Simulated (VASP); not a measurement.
# Al3GaAs4 (P-43m) in VASP: notebook

Runs on Al3GaAs4. Level: PBE. Tasks: single point, relaxation of cell and atoms.

Program: VASP 6.6.1. These are calculated values, not measurements. Logs are shortened: lines on timing, memory, paths and dates and some standing lists are left out, and cuts for length are marked.

### 1 The cell of the first run

The structure is cubic, space group P-43m (No. 215). The conventional cell has a = 5.439 Å, b = 5.439 Å, c = 5.439 Å, α = 90.00°, β = 90.00°, γ = 90.00°. Al (site symmetry -42m) has 4 As at 2.36 Å within 3.1 Å. Within 3.1 Å of Ga (site symmetry -43m) lie 4 As at 2.36 Å. As (site symmetry 3m) has 3 Al at 2.36 Å and 1 Ga at 2.36 Å within 3.1 Å.

### 2 Single point, PBE

The input, INCAR:

```
ALGO     = Normal         # electronic algorithm
EDIFF    = 1E-6           # SCF threshold, eV
ENCUT    = 520            # plane-wave cutoff, eV
GGA      = PE             # functional
ISIF     = 2              # what is computed and relaxed
ISMEAR   = 0              # smearing method
LASPH    = True           # aspherical terms in the spheres
LCHARG   = False          # write CHGCAR
LREAL    = False          # projectors in reciprocal space
LWAVE    = False          # write WAVECAR
NBANDS   = 31             # bands
NELM     = 60             # most SCF steps
PREC     = Accurate       # precision mode
SIGMA    = 0.1            # smearing width, eV
```

The input, KPOINTS:

```
k-points
0
Gamma
  4 4 4
```

The input, POSCAR:

```
Al3GaAs4
1.0
    5.4388695300      0.0000000000      0.0000000000
    0.0000000000      5.4388695300      0.0000000000
    0.0000000000      0.0000000000      5.4388695300
Al Ga As
3 1 4
Direct
    0.0000000000      0.5000000000      0.5000000000
    0.5000000000      0.0000000000      0.5000000000
    0.5000000000      0.5000000000      0.0000000000
    0.0000000000      0.0000000000      0.0000000000
    0.2500000000      0.2500000000      0.7500000000
    0.2500000000      0.7500000000      0.2500000000
    0.7500000000      0.2500000000      0.2500000000
    0.7500000000      0.7500000000      0.7500000000
```

Potentials or basis: VASP PAW PBE potentials, release 64 (Al, Ga_d, As).

The run is started by

```sh
$ cat potpaw_PBE.64/Al/POTCAR potpaw_PBE.64/Ga_d/POTCAR potpaw_PBE.64/As/POTCAR > POTCAR
$ mpirun -np 1 vasp_std > vasp.out
```

OUTCAR:

```text
EDIFF = 1E-6
   ENCUT = 520
   GGA = PE
   ISIF = 2
   ISMEAR = 0
   LASPH = True
   LREAL = False
   NELM = 60
   PREC = Accurate

 ion  position               nearest neighbor table
   1  0.000  0.500  0.500-   5 2.36   6 2.36   7 2.36   8 2.36
   2  0.500  0.000  0.500-   5 2.36   6 2.36   7 2.36   8 2.36
   3  0.500  0.500  0.000-   5 2.36   6 2.36   7 2.36   8 2.36
   4  0.000  0.000  0.000-   5 2.36   6 2.36   7 2.36   8 2.36
   5  0.250  0.250  0.750-   1 2.36   2 2.36   3 2.36   4 2.36
   6  0.250  0.750  0.250-   1 2.36   2 2.36   3 2.36   4 2.36
   7  0.750  0.250  0.250-   1 2.36   2 2.36   3 2.36   4 2.36
   8  0.750  0.750  0.750-   1 2.36   2 2.36   3 2.36   4 2.36

  LATTYP: Found a simple cubic cell.
 ALAT       =     5.4388695300

  Lattice vectors:

 A1 = (   5.4388695300,   0.0000000000,   0.0000000000)
 A2 = (   0.0000000000,   5.4388695300,   0.0000000000)
 A3 = (   0.0000000000,   0.0000000000,   5.4388695300)

Analysis of symmetry for initial positions (statically):
=====================================================================
 Subroutine PRICEL returns:
 Original cell was already a primitive cell.

 Routine SETGRP: Setting up the symmetry group for a
 simple cubic supercell.

 Subroutine GETGRP returns: Found 24 space group operations
 (whereof 24 operations were pure point group operations)
 out of a pool of 48 trial point group operations.

The static configuration has the point symmetry T_d .

Analysis of symmetry for dynamics (positions and initial velocities):
=====================================================================
 Subroutine PRICEL returns:
 Original cell was already a primitive cell.

 Routine SETGRP: Setting up the symmetry group for a
 simple cubic supercell.

 Subroutine GETGRP returns: Found 24 space group operations
 (whereof 24 operations were pure point group operations)
 out of a pool of 48 trial point group operations.

The dynamic configuration has the point symmetry T_d .

 Subroutine INISYM returns: Found 24 space group operations
 (whereof 24 operations are pure point group operations),
 and found     1 'primitive' translations

----------------------------------------------------------------------------------------

                                     Primitive cell

  volume of cell :     160.8888

  direct lattice vectors                    reciprocal lattice vectors
     5.438869530  0.000000000  0.000000000     0.183861737  0.000000000  0.000000000
     0.000000000  5.438869530  0.000000000     0.000000000  0.183861737  0.000000000
     0.000000000  0.000000000  5.438869530     0.000000000  0.000000000  0.183861737

  length of vectors
     5.438869530  5.438869530  5.438869530     0.183861737  0.183861737  0.183861737

  position of ions in fractional coordinates (direct lattice)
     0.000000000  0.500000000  0.500000000
     0.500000000  0.000000000  0.500000000
     0.500000000  0.500000000  0.000000000
     0.000000000  0.000000000  0.000000000
     0.250000000  0.250000000  0.750000000
     0.250000000  0.750000000  0.250000000
     0.750000000  0.250000000  0.250000000
     0.750000000  0.750000000  0.750000000

  ion indices of the primitive-cell ions
   primitive index   ion index
                 1           1
                 2           2
                 3           3
                 4           4
                 5           5
                 6           6
                 7           7
                 8           8

----------------------------------------------------------------------------------------

 KPOINTS: k-points

Automatic generation of k-mesh.
 Grid dimensions read from file:
 generate k-points for:    4    4    4

 Generating k-lattice:

  Cartesian coordinates                     Fractional coordinates (reciprocal lattice)
     0.045965434  0.000000000  0.000000000     0.250000000  0.000000000  0.000000000
     0.000000000  0.045965434  0.000000000     0.000000000  0.250000000  0.000000000
     0.000000000  0.000000000  0.045965434     0.000000000  0.000000000  0.250000000

  Length of vectors
     0.045965434  0.045965434  0.045965434

  Shift w.r.t. Gamma in fractional coordinates (k-lattice)
     0.000000000  0.000000000  0.000000000

 Subroutine IBZKPT returns following result:
 ===========================================

 Found     10 irreducible k-points:

 Following reciprocal coordinates:
            Coordinates               Weight
  0.000000  0.000000  0.000000      1.000000
  0.250000  0.000000  0.000000      6.000000
  0.500000  0.000000  0.000000      3.000000
  0.250000  0.250000  0.000000     12.000000
  0.500000  0.250000  0.000000     12.000000
  0.500000  0.500000  0.000000      3.000000
  0.250000  0.250000  0.250000      8.000000
  0.500000  0.250000  0.250000     12.000000
  0.500000  0.500000  0.250000      6.000000
  0.500000  0.500000  0.500000      1.000000
   k-points           NKPTS =     10   k-points in BZ     NKDIM =     10   number of bands    NBANDS=     31
   number of dos      NEDOS =    301   number of ions     NIONS =      8
   total plane-waves  NPLWV =  64000
   dimension x,y,z NGX =    40 NGY =   40 NGZ =   40
   dimension x,y,z NGXF=    80 NGYF=   80 NGZF=   80
   ions per type =               3   1   4
   NGX,Y,Z   is equivalent  to a cutoff of  12.23, 12.23, 12.23 a.u.
   NGXF,Y,Z  is equivalent  to a cutoff of  24.45, 24.45, 24.45 a.u.
 SYSTEM =  unknown system
   PREC   = accura    normal or accurate (medium, high low for compatibility)
   ISTART =      0    job   : 0-new  1-cont  2-samecut
   ICHARG =      2    charge: 1-file 2-atom 10-const
   ISPIN  =      1    spin polarized calculation?
   LNONCOLLINEAR =      F non collinear calculations
   LSORBIT =      F    spin-orbit coupling
   LASPH  =      T    aspherical Exc in radial PAW
   ENCUT  =  520.0 eV  38.22 Ry    6.18 a.u.  10.11 10.11 10.11*2*pi/ulx,y,z
   NELM   =     60;   NELMIN=  2; NELMDL= -5     # of ELM steps
   EDIFF  = 0.1E-05   stopping-criterion for ELM
   LREAL  =      F    real-space projection
   EDIFFG = 0.1E-04   stopping-criterion for IOM
   NSW    =      0    number of steps for IOM
   IBRION =     -1    ionic relax: 0-MD 1-quasi-New 2-CG
   NFREE  =      0    steps in history (QN), initial steepest desc. (CG)
   ISIF   =      2    stress and relaxation
   ISYM   =      2    0-nonsym 1-usesym 2-fastsym
   POTIM  = 0.5000    time-step for ionic-motion
   TEBEG  =    0.0;   TEEND  =   0.0 temperature during run
   PSTRESS=    0.0 pullay stress
   NELECT =      42.0000    total number of electrons
   NUPDOWN=      -1.0000    fix difference up-down
   EMIN   =  10.00;   EMAX   =-10.00  energy-range for DOS
   EFERMI =   0.00;   METHOD = LEGACY
   ISMEAR =     0;   SIGMA  =   0.10  broadening in eV -4-tet -1-fermi 0-gaus
   EFERMI_NEDOS =   21; number of points for ismear=-14 and -15
   IALGO  =     38    algorithm
   IMIX   =      4    mixing-type and parameters
     AMIX     =   0.40;   BMIX     =  1.00
     AMIX_MAG =   1.60;   BMIX_MAG =  1.00
  volume/ion in A,a.u.               =      20.11       135.72
  Fermi-wavevector in a.u.,A,eV,Ry     =   1.046283  1.977189 14.894416  1.094709
  Thomas-Fermi vector in A             =   2.181115
   LORBIT       =      0    0 simple, 1 ext, 2 COOP (PROOUT), +10 PAW based schemes
   GGA     = PE    functional components
   LHFCALC =     F    Hartree Fock is set to
   AEXX    =    0.0000 exact exchange contribution
   IVDW    =     0    specifies the selected vdW correction
   LEPSILON=     F    determine dielectric tensor
   LRPA    =     F    only Hartree local field effects (RPA)
 non-spin polarized calculation
 Gauss-broadening in eV      SIGMA  =   0.10
  energy-cutoff  :      520.00
  volume of cell :      160.89
 maximum number of plane-waves:      4385
   NGX = 21   NGY = 21   NGZ = 21

 number of electron      42.0000031 magnetization

 Free energy of the ion-electron system (eV)
  ---------------------------------------------------
  ext. energy  EPLUGINS =         0.00000000
  ---------------------------------------------------
  free energy    TOTEN  =       -35.27967206 eV

  energy without entropy =      -35.27967206  energy(sigma->0) =      -35.27967206

 E-fermi :   5.4645     XC(G=0):  -9.6689

 val. band max:        4.9808276755   @ k =   0.0000   0.0000   0.0000
 cond. band min:       6.2256766792   @ k =   0.0000   0.0000   0.0000
 fundamental gap:      1.2448490037
 Fermi energy:         5.4645212120

 k-point     1 :       0.0000    0.0000    0.0000
  band No.  band energies     occupation
      1      -9.7241      2.00000
      2      -9.7241      2.00000
      3      -9.7241      2.00000
      4      -9.6148      2.00000
      5      -9.6148      2.00000
      6      -7.8555      2.00000
[... 23 lines left out ...]
     30       9.3035      0.00000
     31       9.3035      0.00000

 k-point     2 :       0.2500    0.0000    0.0000
  band No.  band energies     occupation
      1      -9.7271      2.00000
      2      -9.7253      2.00000
      3      -9.7253      2.00000
      4      -9.6146      2.00000
      5      -9.6139      2.00000
      6      -7.6083      2.00000
[... 23 lines left out ...]
     30      10.2667      0.00000
     31      10.2667      0.00000

 k-point     3 :       0.5000    0.0000    0.0000
  band No.  band energies     occupation
      1      -9.7298      2.00000
      2      -9.7264      2.00000
      3      -9.7264      2.00000
      4      -9.6144      2.00000
      5      -9.6130      2.00000
      6      -7.0061      2.00000
[... 227 lines left out ...]
     30      10.1446      0.00000
     31      10.1860      0.00000

 k-point    10 :       0.5000    0.5000    0.5000
  band No.  band energies     occupation
      1      -9.7332      2.00000
      2      -9.7332      2.00000
      3      -9.7332      2.00000
      4      -9.6115      2.00000
      5      -9.6115      2.00000
      6      -6.2464      2.00000
[... 23 lines left out ...]
     30       9.6339      0.00000
     31       9.6339      0.00000

------------------------ aborting loop because EDIFF is reached ----------------------------------------

  FORCE on cell =-STRESS in cart. coord.  units (eV):
  Direction    XX          YY          ZZ          XY          YZ          ZX
  --------------------------------------------------------------------------------------
  -------------------------------------------------------------------------------------
  Total       14.9976284     14.9976284     14.9976284     -0.0000000      0.0000000     -0.0000000
  in kB      149.3506950    149.3506950    149.3506950     -0.0000000      0.0000000     -0.0000000
  external PRESSURE =     149.3506950 kB  Pullay stress =       0.0000000 kB

 VOLUME and BASIS-vectors are now :
 -----------------------------------------------------------------------------
  energy-cutoff  :      520.00
  volume of cell :      160.89
      direct lattice vectors                 reciprocal lattice vectors
     5.438869530  0.000000000  0.000000000     0.183861737  0.000000000  0.000000000
     0.000000000  5.438869530  0.000000000     0.000000000  0.183861737  0.000000000
     0.000000000  0.000000000  5.438869530     0.000000000  0.000000000  0.183861737

 POSITION                                       TOTAL-FORCE (eV/Angst)
 -----------------------------------------------------------------------------------
      0.00000      2.71943      2.71943         0.000000      0.000000      0.000000
      2.71943      0.00000      2.71943         0.000000     -0.000000      0.000000
      2.71943      2.71943      0.00000         0.000000      0.000000      0.000000
      0.00000      0.00000      0.00000         0.000000     -0.000000      0.000000
      1.35972      1.35972      4.07915         0.061658      0.061658     -0.061658
      1.35972      4.07915      1.35972         0.061658     -0.061658      0.061658
      4.07915      1.35972      1.35972        -0.061658      0.061658      0.061658
      4.07915      4.07915      4.07915        -0.061658     -0.061658     -0.061658
 -----------------------------------------------------------------------------------
    total drift:                                0.000000     -0.000000      0.000000

  FREE ENERGIE OF THE ION-ELECTRON SYSTEM (eV)
  ---------------------------------------------------
  free  energy   TOTEN  =       -35.2796720633 eV

  energy  without entropy=      -35.2796720633  energy(sigma->0) =      -35.27967206
```

Wall time 80 s (1 thread of Intel Xeon 8259CL, shared host); peak memory 0.26 GiB.

Results:

* Free energy: -35.2797 eV
* Pressure: 14.9 GPa
* Band gap on the k mesh: 1.24 eV

Levels at points of the mesh, in eV from the valence-band top:
| k point | band 18 | band 19 | band 20 | band 21 | band 22 | band 23 | band 24 | band 25 |
| --- | --- | --- | --- | --- | --- | --- | --- | --- |
| (0.00, 0.00, 0.00) | -2.58 | 0.00 | 0.00 | 0.00 | 1.24 | 1.24 | 1.24 | 1.49 |
| (0.50, 0.00, 0.00) | -1.69 | -1.69 | -1.55 | -1.55 | 2.31 | 2.52 | 3.79 | 3.88 |
| (0.50, 0.50, 0.00) | -1.14 | -1.09 | -1.09 | -1.04 | 3.17 | 3.48 | 3.48 | 3.64 |
| (0.50, 0.50, 0.50) | -0.97 | -0.96 | -0.96 | -0.96 | 1.53 | 2.58 | 2.58 | 2.58 |

Caveat: the cell stands under pressure. A k mesh can miss the band edges.

### 3 Single point, PBE

This run uses another cell than the first one, of 23.51 Å³/atom.

The input, INCAR:

```
SYSTEM = Al3GaAs4
  PREC = Accurate
  ENCUT = 520
  EDIFF = 1E-6
  ISMEAR = 0
  SIGMA = 0.1
  LREAL = .FALSE.
  LASPH = .TRUE.
  NELM = 100
  ALGO = Normal
  ISIF = 2
  LWAVE = .FALSE.
  LCHARG = .FALSE.
  GGA = PE
  NBANDS = 31
```

The input, KPOINTS:

```
Automatic mesh
0
G
  4 4 4
  0 0 0
```

The input, POSCAR:

```
Al3GaAs4
1.0
    5.7297041707      0.0000000000      0.0000000000
    0.0000000000      5.7297041707      0.0000000000
    0.0000000000      0.0000000000      5.7297041707
Al Ga As
3 1 4
Direct
    0.0000000000      0.5000000000      0.5000000000
    0.5000000000      0.0000000000      0.5000000000
    0.5000000000      0.5000000000      0.0000000000
    0.0000000000      0.0000000000      0.0000000000
    0.2508810230      0.2508810230      0.7491189770
    0.2508810230      0.7491189770      0.2508810230
    0.7491189770      0.2508810230      0.2508810230
    0.7491189770      0.7491189770      0.7491189770
```

Potentials or basis: VASP PAW PBE potentials, release 64 (Al, Ga_d, As).

The run is started by

```sh
$ cat potpaw_PBE.64/Al/POTCAR potpaw_PBE.64/Ga_d/POTCAR potpaw_PBE.64/As/POTCAR > POTCAR
$ mpirun -np 1 vasp_std > vasp.out
```

Run time: 2.4 min. Hardware: 1 thread of Intel Xeon 8259CL, shared host; peak memory 0.36 GiB.

It converged, with:

- Free energy: -36.4120 eV
- Pressure: 0.3 GPa
- Largest force: 0.003 eV/Å
- Band gap on the k mesh: 1.03 eV (least direct gap 1.17 eV)

Forces on the atoms (eV/Å):
```
Al   0.000  0.000  0.000
Al   0.000  0.000  0.000
Al   0.000  0.000  0.000
Ga   0.000  0.000  0.000
As   0.002  0.002 -0.002
As   0.002 -0.002  0.002
As  -0.002  0.002  0.002
As  -0.002 -0.002 -0.002
```

Levels at points of the mesh, in eV from the valence-band top:
```tsv
k point	band 17	band 18	band 19	band 20	band 21	band 22	band 23	band 24	band 25	band 26
(0.00, 0.00, 0.00)	-2.19	-2.19	0.00	0.00	0.00	1.17	1.53	1.53	1.53	1.91
(0.50, 0.00, 0.00)	-2.80	-1.40	-1.40	-1.31	-1.31	2.31	2.54	3.45	3.60	4.40
(0.50, 0.50, 0.00)	-2.82	-1.00	-0.90	-0.90	-0.90	2.81	3.24	3.24	3.38	5.55
(0.50, 0.50, 0.50)	-0.87	-0.87	-0.80	-0.80	-0.80	1.03	1.99	1.99	1.99	4.56
```

(Continued in part 2 of 2.)
